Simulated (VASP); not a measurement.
# HfN (P6_3/mmc) in VASP: a series of runs

HfN is run at these levels: PBE; tasks: single point.

Everything below comes from runs of VASP 6.6.1. Logs are shortened: lines on timing, memory, paths and dates and some standing lists are left out, and cuts for length are marked.

## Step 1: The cell of the first run

It takes space group P6_3/mmc (No. 194, hexagonal). Conventional cell: a = 3.175 Å, b = 3.175 Å, c = 5.342 Å, α = 90.00°, β = 90.00°, γ = 120.00°. Hf (site symmetry -6m2) has 6 N at 2.27 Å within 3.0 Å. Within 3.0 Å of N (site symmetry -3m) lie 6 Hf at 2.27 Å and 2 N at 2.67 Å.

## Step 2: Single point, PBE (uniaxial strain along c: -2.0 %)

Contents of INCAR:

```
ALGO     = Normal         # electronic algorithm
EDIFF    = 1E-6           # SCF threshold, eV
ENCUT    = 520            # plane-wave cutoff, eV
GGA      = PE             # functional
ISIF     = 2              # what is computed and relaxed
ISMEAR   = 0              # smearing method
LASPH    = True           # aspherical terms in the spheres
LCHARG   = False          # write CHGCAR
LREAL    = False          # projectors in reciprocal space
LWAVE    = False          # write WAVECAR
NBANDS   = 23             # bands
NELM     = 80             # most SCF steps
PREC     = Accurate       # precision mode
SIGMA    = 0.1            # smearing width, eV
```

Contents of KPOINTS:

```
k-points
0
Gamma
  18 18 10
```

Contents of POSCAR:

```
HfN
1.0
    3.1751667554      0.0000000000      0.0000000000
   -1.5875833777      2.7497750714      0.0000000000
    0.0000000000      0.0000000000      5.3418062692
Hf N
2 2
Direct
    0.6666666667      0.3333333333      0.7500000000
    0.3333333333      0.6666666667      0.2500000000
    0.0000000000      0.0000000000      0.0000000000
    0.0000000000      0.0000000000      0.5000000000
```

Potentials or basis: VASP PAW PBE potentials, release 64 (Hf_pv, N).

Run with:

```bash
$ cat potpaw_PBE.64/Hf_pv/POTCAR potpaw_PBE.64/N/POTCAR > POTCAR
$ mpirun -np 1 vasp_std > vasp.out
```

OUTCAR:

```text
EDIFF = 1E-6
   ENCUT = 520
   GGA = PE
   ISIF = 2
   ISMEAR = 0
   LASPH = True
   LREAL = False
   NELM = 80
   PREC = Accurate

 ion  position               nearest neighbor table
   1  0.667  0.333  0.750-   3 2.27   4 2.27   3 2.27   4 2.27   3 2.27   4 2.27   2 3.24   2 3.24
                             2 3.24   2 3.24   2 3.24   2 3.24
   2  0.333  0.667  0.250-   3 2.27   4 2.27   3 2.27   4 2.27   3 2.27   4 2.27   1 3.24   1 3.24
                             1 3.24   1 3.24   1 3.24   1 3.24
   3  0.000  0.000  0.000-   1 2.27   2 2.27   2 2.27   1 2.27   1 2.27   2 2.27
   4  0.000  0.000  0.500-   1 2.27   2 2.27   2 2.27   1 2.27   1 2.27   2 2.27

  LATTYP: Found a hexagonal cell.
 ALAT       =     3.1751667554
 C/A-ratio  =     1.6823703070

  Lattice vectors:

 A1 = (   3.1751667554,   0.0000000000,   0.0000000000)
 A2 = (  -1.5875833777,   2.7497750714,   0.0000000000)
 A3 = (   0.0000000000,   0.0000000000,   5.3418062692)

Analysis of symmetry for initial positions (statically):
=====================================================================
 Subroutine PRICEL returns:
 Original cell was already a primitive cell.

 Routine SETGRP: Setting up the symmetry group for a
 hexagonal supercell.

 Subroutine GETGRP returns: Found 24 space group operations
 (whereof 12 operations were pure point group operations)
 out of a pool of 24 trial point group operations.

The static configuration has the point symmetry D_3d.
 The point group associated with its full space group is D_6h.

Analysis of symmetry for dynamics (positions and initial velocities):
=====================================================================
 Subroutine PRICEL returns:
 Original cell was already a primitive cell.

 Routine SETGRP: Setting up the symmetry group for a
 hexagonal supercell.

 Subroutine GETGRP returns: Found 24 space group operations
 (whereof 12 operations were pure point group operations)
 out of a pool of 24 trial point group operations.

The dynamic configuration has the point symmetry D_3d.
 The point group associated with its full space group is D_6h.

 Subroutine INISYM returns: Found 24 space group operations
 (whereof 12 operations are pure point group operations),
 and found     1 'primitive' translations

----------------------------------------------------------------------------------------

                                     Primitive cell

  volume of cell :      46.6393

[... 86 lines left out ...]
   ISPIN  =      1    spin polarized calculation?
   LNONCOLLINEAR =      F non collinear calculations
   LSORBIT =      F    spin-orbit coupling
   LASPH  =      T    aspherical Exc in radial PAW
   ENCUT  =  520.0 eV  38.22 Ry    6.18 a.u.   5.90  5.90  9.93*2*pi/ulx,y,z
   NELM   =     80;   NELMIN=  2; NELMDL= -5     # of ELM steps
   EDIFF  = 0.1E-05   stopping-criterion for ELM
   LREAL  =      F    real-space projection
   EDIFFG = 0.1E-04   stopping-criterion for IOM
   NSW    =      0    number of steps for IOM
   IBRION =     -1    ionic relax: 0-MD 1-quasi-New 2-CG
   NFREE  =      0    steps in history (QN), initial steepest desc. (CG)
   ISIF   =      2    stress and relaxation
   ISYM   =      2    0-nonsym 1-usesym 2-fastsym
   POTIM  = 0.5000    time-step for ionic-motion
   TEBEG  =    0.0;   TEEND  =   0.0 temperature during run
   PSTRESS=    0.0 pullay stress
   NELECT =      30.0000    total number of electrons
   NUPDOWN=      -1.0000    fix difference up-down
   EMIN   =  10.00;   EMAX   =-10.00  energy-range for DOS
   EFERMI =   0.00;   METHOD = LEGACY
   ISMEAR =     0;   SIGMA  =   0.10  broadening in eV -4-tet -1-fermi 0-gaus
   EFERMI_NEDOS =   21; number of points for ismear=-14 and -15
   IALGO  =     38    algorithm
   IMIX   =      4    mixing-type and parameters
     AMIX     =   0.40;   BMIX     =  1.00
     AMIX_MAG =   1.60;   BMIX_MAG =  1.00
  volume/ion in A,a.u.               =      11.66        78.68
  Fermi-wavevector in a.u.,A,eV,Ry     =   1.413182  2.670526 27.171953  1.997082
  Thomas-Fermi vector in A             =   2.534854
   LORBIT       =      0    0 simple, 1 ext, 2 COOP (PROOUT), +10 PAW based schemes
   GGA     = PE    functional components
   LHFCALC =     F    Hartree Fock is set to
   AEXX    =    0.0000 exact exchange contribution
   IVDW    =     0    specifies the selected vdW correction
   LEPSILON=     F    determine dielectric tensor
   LRPA    =     F    only Hartree local field effects (RPA)
 non-spin polarized calculation
 Gauss-broadening in eV      SIGMA  =   0.10
  energy-cutoff  :      520.00
  volume of cell :       46.64
 maximum number of plane-waves:      1285
 NGX is ok and might be reduce to    24
   NGX = 11   NGY = 11   NGZ = 19

 number of electron      30.0000002 magnetization

 Free energy of the ion-electron system (eV)
  ---------------------------------------------------
  ext. energy  EPLUGINS =         0.00000000
  ---------------------------------------------------
  free energy    TOTEN  =       -43.38084732 eV

  energy without entropy =      -43.37724185  energy(sigma->0) =      -43.37904458

 E-fermi :   7.8754     XC(G=0): -12.6801

 val. band max:        7.8753765752   @ k =   0.3333   0.2778   0.4000
 cond. band min:       7.8868230241   @ k =   0.1667  -0.0000   0.4000
 fundamental gap:      0.0114464489
 Fermi energy:         7.8754056677

 k-point     1 :       0.0000    0.0000    0.0000
  band No.  band energies     occupation
      1     -23.9207      2.00000
      2     -23.0582      2.00000
      3     -22.9995      2.00000
      4     -22.9995      2.00000
      5     -22.9300      2.00000
      6     -22.9300      2.00000
[... 613 lines left out ...]
     22      13.9265      0.00000
     23      14.8608      0.00000

 [... further k-points ...]
[... 5 lines left out ...]
  --------------------------------------------------------------------------------------
  -------------------------------------------------------------------------------------
  Total       -0.9365695     -0.9365695      2.3105285     -0.0000000     -0.0000000     -0.0000000
  in kB      -32.1735312    -32.1735312     79.3725010     -0.0000000     -0.0000000     -0.0000000
  external PRESSURE =       5.0084796 kB  Pullay stress =       0.0000000 kB

 VOLUME and BASIS-vectors are now :
 -----------------------------------------------------------------------------
  energy-cutoff  :      520.00
  volume of cell :       46.64
      direct lattice vectors                 reciprocal lattice vectors
     3.175166755  0.000000000  0.000000000     0.314944089  0.181833054  0.000000000
    -1.587583378  2.749775071  0.000000000     0.000000000  0.363666109  0.000000000
     0.000000000  0.000000000  5.341806269     0.000000000  0.000000000  0.187202596

 POSITION                                       TOTAL-FORCE (eV/Angst)
 -----------------------------------------------------------------------------------
      1.58758      0.91659      4.00635        -0.000000     -0.000000      0.000000
     -0.00000      1.83318      1.33545         0.000000      0.000000      0.000000
      0.00000      0.00000      0.00000        -0.000000     -0.000000      0.000000
      0.00000      0.00000      2.67090        -0.000000     -0.000000      0.000000
 -----------------------------------------------------------------------------------
    total drift:                               -0.000000      0.000000     -0.000000

  FREE ENERGIE OF THE ION-ELECTRON SYSTEM (eV)
  ---------------------------------------------------
  free  energy   TOTEN  =       -43.3808473213 eV

  energy  without entropy=      -43.3772418487  energy(sigma->0) =      -43.37904458
```

OSZICAR:

```text
N       E                     dE             d eps       ncg     rms          rms(c)
DAV:   1     0.110734475349E+03    0.11073E+03   -0.16590E+04 10220   0.130E+03
DAV:   2    -0.434002230803E+02   -0.15413E+03   -0.14621E+03 13293   0.314E+02
DAV:   3    -0.495388247766E+02   -0.61386E+01   -0.60900E+01 13237   0.499E+01
DAV:   4    -0.495915007873E+02   -0.52676E-01   -0.52635E-01 11899   0.505E+00
DAV:   5    -0.495921629571E+02   -0.66217E-03   -0.66201E-03 13833   0.461E-01    0.724E+01
DAV:   6    -0.435402989122E+02    0.60519E+01   -0.27692E+01 12425   0.271E+01    0.557E+01
DAV:   7    -0.434164356487E+02    0.12386E+00   -0.19884E+00 12024   0.854E+00    0.253E+01
DAV:   8    -0.433910103253E+02    0.25425E-01   -0.12999E-01 13070   0.254E+00    0.465E+00
DAV:   9    -0.433822398657E+02    0.87705E-02   -0.57292E-02 12106   0.128E+00    0.329E+00
DAV:  10    -0.433810880472E+02    0.11518E-02   -0.11147E-02 12525   0.643E-01    0.862E-01
DAV:  11    -0.433808471065E+02    0.24094E-03   -0.12345E-03 12678   0.227E-01    0.850E-02
DAV:  12    -0.433808477615E+02   -0.65505E-06   -0.64917E-05 12765   0.549E-02    0.151E-01
DAV:  13    -0.433808473213E+02    0.44026E-06   -0.81126E-06 12587   0.176E-02
   1 F= -.43380847E+02 E0= -.43379045E+02  d E =-.360547E-02
```

stdout:

```text
POSCAR found type information on POSCAR HfN
 POSCAR found :  2 types and       4 ions
 scaLAPACK will be used
 LDA part: xc-table for (Slater+PW92), standard interpolation
 POSCAR, INCAR and KPOINTS ok, starting setup
 FFT: planning ... GRIDC
 FFT: planning ... GRID_SOFT
 FFT: planning ... GRID
 WAVECAR not read
 entering main loop
```

Wall time 1.9 min (1 thread of Intel Xeon Platinum 8488C (Sapphire Rapids), shared host); peak memory 0.32 GiB.

Results:

* Free energy: -43.3808 eV
* Pressure: 0.5 GPa
* Band gap on the k mesh: zero (band 15 reaches 9.78 eV, above the bottom of band 16 at 7.41 eV)

Caveat: the cell differs from its parent crystal (uniaxial strain along c: -2.0 %); spin-orbit coupling is left out, which moves the levels of the heavy elements.

## Step 3: Single point, PBE (uniaxial strain along c: +2.0 %)

Contents of INCAR:

```
SYSTEM = HfN
ALGO = Normal
EDIFF = 1E-6
ENCUT = 520
GGA = PE
ISIF = 2
ISMEAR = 0
LASPH = .True.
LCHARG = .True.
LELF = .True.
LREAL = .False.
LVHAR = .True.
LWAVE = .False.
NBANDS = 23
NELM = 80
PREC = Accurate
SIGMA = 0.1
```

Contents of KPOINTS:

```
k-points
0
Gamma
  18 18 10
  0 0 0
```

Contents of POSCAR:

```
HfN
1.0
    3.1435730563      0.0000000000      0.0000000000
   -1.5717865282      2.7224141254      0.0000000000
    0.0000000000      0.0000000000      5.5598391782
Hf N
2 2
Direct
    0.6666666667      0.3333333333      0.7500000000
    0.3333333333      0.6666666667      0.2500000000
    0.0000000000      0.0000000000      0.0000000000
    0.0000000000      0.0000000000      0.5000000000
```

Potentials or basis: VASP PAW PBE potentials, release 64 (Hf_pv, N).

Run with:

```bash
$ cat potpaw_PBE.64/Hf_pv/POTCAR potpaw_PBE.64/N/POTCAR > POTCAR
$ mpirun -np 1 vasp_std > vasp.out
```

It took 2.1 min on 1 thread of Intel Xeon Platinum 8488C (Sapphire Rapids), shared host; peak memory 0.32 GiB.

Results (log left out):

- Free energy: -43.3731 eV
- Pressure: -4.6 GPa
- Band gap on the k mesh: zero (band 15 reaches 9.30 eV, above the bottom of band 16 at 7.18 eV)

Stress tensor (GPa, compression positive):
```
 -1.38   0.00   0.00
  0.00  -1.38   0.00
  0.00   0.00 -11.18
```

Levels at points of the mesh, in eV from the Fermi level:
```csv
k point,band 12,band 13,band 14,band 15,band 16,band 17,band 18,band 19
"(0.00, 0.00, 0.00)",-3.36,-3.36,-1.86,-0.77,0.78,0.78,1.07,2.03
"(0.50, 0.00, 0.00)",-5.18,-3.10,-2.65,-2.55,2.19,2.68,4.44,4.55
"(0.00, 0.00, 0.50)",-4.08,-4.08,-4.08,1.71,1.71,2.77,2.77,2.77
"(0.50, 0.00, 0.50)",-5.35,-4.25,-4.25,-0.26,-0.26,4.71,4.71,4.82
```

Caveat: the cell differs from its parent crystal (uniaxial strain along c: +2.0 %); spin-orbit coupling is left out, which moves the levels of the heavy elements.
